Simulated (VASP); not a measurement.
Crystal: SnO2.

```
Sn O
1.0
     1.64881    0.95194    4.89475
    -1.64881    0.95194    4.89475
     0.00000   -1.90388    4.89475
Sn O
1 2
Direct
  0.50000 0.50000 0.50000
  0.76283 0.76283 0.76283
  0.23717 0.23717 0.23717
```

Base run:

| Quantity | Value |
| --- | --- |
| Program | VASP 6.6.1 |
| Functional | LDA |
| Potentials or basis | VASP PAW LDA potentials, release 64 (Sn_d, O) |
| Cutoff | 520 eV |
| k mesh | 10 × 10 × 10 |
| Occupations | fermi-dirac, width 0.05 eV |
| Spin | no spin polarisation |

Its results: band gap on the k mesh 1.43 eV, indirect (least direct gap 1.51 eV); pressure -14.8 GPa; largest force 1.134 eV/Å.

Question: The run is repeated on the same cell with these changes: functional from LDA to PBEsol; potentials or basis from VASP PAW LDA potentials, release 64 (Sn_d, O) to VASP PAW PBE potentials, release 64 (Sn_d, O). What comes out?

Answer: Band gap on the k mesh 1.51 eV, indirect (least direct gap 1.59 eV); pressure -11.3 GPa; largest force 0.880 eV/Å.

Caveats: spin-orbit coupling is left out, which moves the levels of the heavy elements; forces of over 1 eV/Å act on the atoms, so gaps and moduli don't describe the material at rest (some runs); the PAW data sets were made with another functional, which shifts forces and pressure a little (some runs).

A k mesh can miss the band edges.
